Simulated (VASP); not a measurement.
# Ta (Fm-3m) in VASP: a series of runs

Ta is run at these levels: r2SCAN; tasks: single point.

Everything below comes from runs of VASP 6.6.1. Logs are shortened: lines on timing, memory, paths and dates and some standing lists are left out, and cuts for length are marked.

## Step 1: The cell of the first run

Symmetry: Fm-3m, No. 225, cubic system. The conventional cell has a = 4.185 Å, b = 4.185 Å, c = 4.185 Å, α = 90.00°, β = 90.00°, γ = 90.00°. Within 3.9 Å of Ta (site symmetry m-3m) lie 12 Ta at 2.96 Å.

## Step 2: Single point, r2SCAN

POSCAR

```
Ta
1.0
    0.0000000000      2.0924370019      2.0924370019
    2.0924370019      0.0000000000      2.0924370019
    2.0924370019      2.0924370019      0.0000000000
Ta
1
Direct
    0.0000000000      0.0000000000      0.0000000000
```

INCAR.step1

```
ALGO = Normal
EDIFF = 1E-4
ENCUT = 520
GGA = PE
ISMEAR = -1
LASPH = T
LCHARG = F
LREAL = F
LWAVE = T
NBANDS = 12
NELM = 80
PREC = Accurate
SIGMA = 0.1
```

INCAR.step2

```
ALGO = Normal
EDIFF = 1E-6
ENCUT = 520
ISIF = 2
ISMEAR = -1
ISTART = 1
LASPH = T
LCHARG = F
LMIXTAU = T
LREAL = F
LWAVE = F
METAGGA = R2SCAN
NBANDS = 12
NELM = 80
PREC = Accurate
SIGMA = 0.1
```

KPOINTS

```
k-points
0
Gamma
  9 9 9
```

Potentials or basis: VASP PAW PBE potentials, release 64 (Ta_pv).

Command:

```console
$ cat potpaw_PBE.64/Ta_pv/POTCAR > POTCAR
$ cp INCAR.step1 INCAR
$ mpirun -np 1 vasp_std > vasp.out
$ cp INCAR.step2 INCAR
$ mpirun -np 1 vasp_std > vasp.out
```

OUTCAR:

```text
EDIFF = 1E-6
   ENCUT = 520
   ISIF = 2
   ISMEAR = -1
   ISTART = 1
   LASPH = T
   LREAL = F
   METAGGA = R2SCAN
   NELM = 80
   PREC = Accurate

 ion  position               nearest neighbor table
   1  0.000  0.000  0.000-

  LATTYP: Found a face centered cubic cell.
 ALAT       =     4.1848740038

  Lattice vectors:

 A1 = (   0.0000000000,   2.0924370019,   2.0924370019)
 A2 = (   2.0924370019,   0.0000000000,   2.0924370019)
 A3 = (   2.0924370019,   2.0924370019,   0.0000000000)

Analysis of symmetry for initial positions (statically):
=====================================================================
 Subroutine PRICEL returns:
 Original cell was already a primitive cell.

 Routine SETGRP: Setting up the symmetry group for a
 face centered cubic supercell.

 Subroutine GETGRP returns: Found 48 space group operations
 (whereof 48 operations were pure point group operations)
 out of a pool of 48 trial point group operations.

The static configuration has the point symmetry O_h .

Analysis of symmetry for dynamics (positions and initial velocities):
=====================================================================
 Subroutine PRICEL returns:
 Original cell was already a primitive cell.

 Routine SETGRP: Setting up the symmetry group for a
 face centered cubic supercell.

 Subroutine GETGRP returns: Found 48 space group operations
 (whereof 48 operations were pure point group operations)
 out of a pool of 48 trial point group operations.

The dynamic configuration has the point symmetry O_h .

 Subroutine INISYM returns: Found 48 space group operations
 (whereof 48 operations are pure point group operations),
 and found     1 'primitive' translations

----------------------------------------------------------------------------------------

                                     Primitive cell

  volume of cell :      18.3226

  direct lattice vectors                    reciprocal lattice vectors
     0.000000000  2.092437002  2.092437002    -0.238955820  0.238955820  0.238955820
     2.092437002  0.000000000  2.092437002     0.238955820 -0.238955820  0.238955820
     2.092437002  2.092437002  0.000000000     0.238955820  0.238955820 -0.238955820

  length of vectors
[... 78 lines left out ...]
   ENCUT  =  520.0 eV  38.22 Ry    6.18 a.u.   5.50  5.50  5.50*2*pi/ulx,y,z
   NELM   =     80;   NELMIN=  2; NELMDL=  0     # of ELM steps
   EDIFF  = 0.1E-05   stopping-criterion for ELM
   LREAL  =      F    real-space projection
   EDIFFG = 0.1E-04   stopping-criterion for IOM
   NSW    =      0    number of steps for IOM
   IBRION =     -1    ionic relax: 0-MD 1-quasi-New 2-CG
   NFREE  =      0    steps in history (QN), initial steepest desc. (CG)
   ISIF   =      2    stress and relaxation
   ISYM   =      2    0-nonsym 1-usesym 2-fastsym
   POTIM  = 0.5000    time-step for ionic-motion
   TEBEG  =    0.0;   TEEND  =   0.0 temperature during run
   PSTRESS=    0.0 pullay stress
   NELECT =      11.0000    total number of electrons
   NUPDOWN=      -1.0000    fix difference up-down
   EMIN   =  10.00;   EMAX   =-10.00  energy-range for DOS
   EFERMI =   0.00;   METHOD = LEGACY
   ISMEAR =    -1;   SIGMA  =   0.10  broadening in eV -4-tet -1-fermi 0-gaus
   EFERMI_NEDOS =   21; number of points for ismear=-14 and -15
   IALGO  =     38    algorithm
   IMIX   =      4    mixing-type and parameters
     AMIX     =   0.40;   BMIX     =  1.00
     AMIX_MAG =   1.60;   BMIX_MAG =  1.00
  volume/ion in A,a.u.               =      18.32       123.65
  Fermi-wavevector in a.u.,A,eV,Ry     =   1.381052  2.609810 25.950451  1.907304
  Thomas-Fermi vector in A             =   2.505872
   LORBIT       =      0    0 simple, 1 ext, 2 COOP (PROOUT), +10 PAW based schemes
   METAGGA = R2SCAN    functional components
   LHFCALC =     F    Hartree Fock is set to
   AEXX    =    0.0000 exact exchange contribution
   IVDW    =     0    specifies the selected vdW correction
   LEPSILON=     F    determine dielectric tensor
   LRPA    =     F    only Hartree local field effects (RPA)
 non-spin polarized calculation
  energy-cutoff  :      520.00
  volume of cell :       18.32
 maximum number of plane-waves:       531
 NGX is ok and might be reduce to    24
   NGX = 11   NGY = 11   NGZ = 11

 number of electron      11.0000001 magnetization

 Free energy of the ion-electron system (eV)
  ---------------------------------------------------
  ext. energy  EPLUGINS =         0.00000000
  ---------------------------------------------------
  free energy    TOTEN  =       -48.36878975 eV

  energy without entropy =      -48.34243682  energy(sigma->0) =      -48.35561328

 E-fermi :   5.6319     XC(G=0): -13.6671

 val. band max:        5.4108587255   @ k =  -0.4444   0.2222   0.0000
 cond. band min:       5.6631454465   @ k =   0.1111   0.0000   0.0000
 fundamental gap:      0.2522867210
 Fermi energy:         5.6319186402

 k-point     1 :       0.0000    0.0000    0.0000
  band No.  band energies     occupation
      1     -29.1224      2.00000
      2     -29.1224      2.00000
      3     -29.1224      2.00000
      4      -3.0719      2.00000
      5       6.1039      0.01768
      6       6.1039      0.01768
      7       6.1039      0.01768
      8       9.4579      0.00000
      9       9.4579      0.00000
     10      17.1360      0.00000
     11      18.6877      0.00000
     12      24.0990      0.00000
[... 331 lines left out ...]
 k-point    24 :       0.4444    0.4444    0.0000
  band No.  band energies     occupation
      1     -30.1785      2.00000
      2     -29.5237      2.00000
      3     -29.5237      2.00000
      4       0.9534      2.00000
      5       2.0418      2.00000
      6       8.1364      0.00000
      7      11.8265      0.00000
      8      11.9824      0.00000
      9      11.9824      0.00000
     10      17.1277      0.00000
     11      18.1366      0.00000
     12      18.1366      0.00000

 [... further k-points ...]
[... 5 lines left out ...]
  --------------------------------------------------------------------------------------
  -------------------------------------------------------------------------------------
  Total        0.4107523      0.4107523      0.4107523      0.0000000      0.0000000     -0.0000000
  in kB       35.9172749     35.9172749     35.9172749      0.0000000      0.0000000     -0.0000000
  external PRESSURE =      35.9172749 kB  Pullay stress =       0.0000000 kB

 VOLUME and BASIS-vectors are now :
 -----------------------------------------------------------------------------
  energy-cutoff  :      520.00
  volume of cell :       18.32
      direct lattice vectors                 reciprocal lattice vectors
     0.000000000  2.092437002  2.092437002    -0.238955820  0.238955820  0.238955820
     2.092437002  0.000000000  2.092437002     0.238955820 -0.238955820  0.238955820
     2.092437002  2.092437002  0.000000000     0.238955820  0.238955820 -0.238955820

 POSITION                                       TOTAL-FORCE (eV/Angst)
 -----------------------------------------------------------------------------------
      0.00000      0.00000      0.00000         0.000000     -0.000000      0.000000
 -----------------------------------------------------------------------------------
    total drift:                                0.000000      0.000000      0.000000

  FREE ENERGIE OF THE ION-ELECTRON SYSTEM (eV)
  ---------------------------------------------------
  free  energy   TOTEN  =       -48.3687897463 eV

  energy  without entropy=      -48.3424368158  energy(sigma->0) =      -48.35561328
```

OUTCAR.step1:

```text
EDIFF = 1E-4
   ENCUT = 520
   GGA = PE
   ISMEAR = -1
   LASPH = T
   LREAL = F
[... 574 lines left out ...]

 POSITION                                       TOTAL-FORCE (eV/Angst)
 -----------------------------------------------------------------------------------
      0.00000      0.00000      0.00000        -0.000000      0.000000     -0.000000
 -----------------------------------------------------------------------------------
    total drift:                                0.000000      0.000000     -0.000000

  FREE ENERGIE OF THE ION-ELECTRON SYSTEM (eV)
  ---------------------------------------------------
  free  energy   TOTEN  =       -11.5987390367 eV

  energy  without entropy=      -11.5676929569  energy(sigma->0) =      -11.58321600
```

It took 10 s on 1 thread of Intel Xeon 6975P-C (Granite Rapids), shared host; peak memory 0.15 GiB.

Results:

```yaml
Free_energy: -48.3688 eV
Pressure: 3.6 GPa
```

Caveat: the PAW data sets were made with another functional, which shifts forces and pressure a little; spin-orbit coupling is left out, which moves the levels of the heavy elements.

## Step 3: Single point, r2SCAN

This run uses another cell than the first one, of 18.60 Å³/atom, 1.015 times its volume.

POSCAR

```
Ta
1.0
    0.0000000000      2.1030050449      2.1030050449
    2.1030050449      0.0000000000      2.1030050449
    2.1030050449      2.1030050449      0.0000000000
Ta
1
Direct
    0.0000000000      0.0000000000      0.0000000000
```

INCAR.step1

```
SYSTEM = Ta
PREC = Accurate ; ENCUT = 520
ISMEAR = -1 ; SIGMA = 0.1
LREAL = .FALSE. ; LASPH = .TRUE.
NELM = 80 ; NBANDS = 12
GGA = PE ; ALGO = Normal
EDIFF = 1E-4 ; LWAVE = .TRUE.
LCHARG = .FALSE.
```

INCAR.step2

```
SYSTEM = Ta
PREC = Accurate ; ENCUT = 520
EDIFF = 1E-7 ; ISMEAR = -1
SIGMA = 0.1 ; LREAL = .FALSE.
LASPH = .TRUE. ; NELM = 80
ALGO = Normal ; ISIF = 2
LWAVE = .FALSE. ; LCHARG = .TRUE.
METAGGA = R2SCAN ; LMIXTAU = .TRUE.
LELF = .TRUE. ; LVHAR = .TRUE.
NBANDS = 12 ; ISTART = 1
```

KPOINTS

```
regular mesh
0
G
  9 9 9
  0 0 0
```

Potentials or basis: VASP PAW PBE potentials, release 64 (Ta_pv).

Command:

```console
$ cat potpaw_PBE.64/Ta_pv/POTCAR > POTCAR
$ cp INCAR.step1 INCAR
$ mpirun -np 1 vasp_std > vasp.out
$ cp INCAR.step2 INCAR
$ mpirun -np 1 vasp_std > vasp.out
```

Wall time 14 s (1 thread of Intel Xeon 6975P-C (Granite Rapids), shared host); peak memory 0.15 GiB.

Results (log left out):

```yaml
Free_energy: -48.3724 eV
Pressure: 0.4 GPa
```

Levels at points of the mesh, in eV from the Fermi level:
```csv
k point,band 3,band 4,band 5,band 6,band 7,band 8
"(0.00, 0.00, 0.00)",-34.82,-8.64,0.47,0.47,0.47,3.77
```

Caveat: the PAW data sets were made with another functional, which shifts forces and pressure a little; spin-orbit coupling is left out, which moves the levels of the heavy elements.

## Step 4: Single point, r2SCAN

This run uses another cell than the first one, of 18.88 Å³/atom, 1.030 times its volume.

POSCAR

```
Ta
1.0
    0.0000000000      2.1134679287      2.1134679287
    2.1134679287      0.0000000000      2.1134679287
    2.1134679287      2.1134679287      0.0000000000
Ta
1
Direct
    0.0000000000      0.0000000000      0.0000000000
```

INCAR.step1

```
SYSTEM = Ta
PREC = Accurate
ENCUT = 520
ISMEAR = -1
SIGMA = 0.1
LREAL = .False.
LASPH = .True.
NELM = 100
NBANDS = 12
GGA = PE
ALGO = Normal
EDIFF = 1E-4
LWAVE = .True.
LCHARG = .False.
```

INCAR.step2

```
SYSTEM = Ta
PREC = Accurate
ENCUT = 520
EDIFF = 1E-6
ISMEAR = -1
SIGMA = 0.1
LREAL = .False.
LASPH = .True.
NELM = 100
ALGO = Normal
ISIF = 2
LWAVE = .False.
LCHARG = .True.
METAGGA = R2SCAN
LMIXTAU = .True.
LELF = .True.
LVHAR = .True.
NBANDS = 12
ISTART = 1
```

KPOINTS

```
regular mesh
0
Gamma
  9 9 9
  0 0 0
```

Command:

```console
$ cat potpaw_PBE.64/Ta_pv/POTCAR > POTCAR
$ cp INCAR.step1 INCAR
$ mpirun -np 1 vasp_std > vasp.out
$ cp INCAR.step2 INCAR
$ mpirun -np 1 vasp_std > vasp.out
```

Run time: 10 s. Hardware: 1 thread of Intel Xeon 6975P-C (Granite Rapids), shared host; peak memory 0.15 GiB.

Results (log left out):

- Free energy: -48.3705 eV
- Pressure: -2.6 GPa

Levels at points of the mesh, in eV from the Fermi level:
```
           k point  band 1  band 2  band 3  band 4  band 5  band 6  band 7  band 8  band 9  band 10
(0.00, 0.00, 0.00)  -34.87  -34.87  -34.87   -8.58    0.48    0.48    0.48    3.71    3.71    11.37
```

Caveat: the PAW data sets were made with another functional, which shifts forces and pressure a little; spin-orbit coupling is left out, which moves the levels of the heavy elements.

## Step 5: Summary

| cell | gap on the mesh (eV) | pressure (GPa) |
| --- | --- | --- |
| a = 2.959 Å, angles 60.0°, 1 atom | none | 3.6 |
| a = 2.974 Å, angles 60.0°, 1 atom | none | 0.4 |
| a = 2.989 Å, angles 60.0°, 1 atom | none | -2.6 |

Alike in all rows: task single point; level r2SCAN; potentials or basis VASP PAW PBE potentials, release 64 (Ta_pv); no spin polarisation; k mesh 9 × 9 × 9; cutoff (eV) 520; smearing fermi-dirac 0.1 eV.

Caveats: the PAW data sets were made with another functional, which shifts forces and pressure a little; spin-orbit coupling is left out, which moves the levels of the heavy elements.

Total energies depend on the potentials used, so only differences within one code and one set of settings carry meaning.
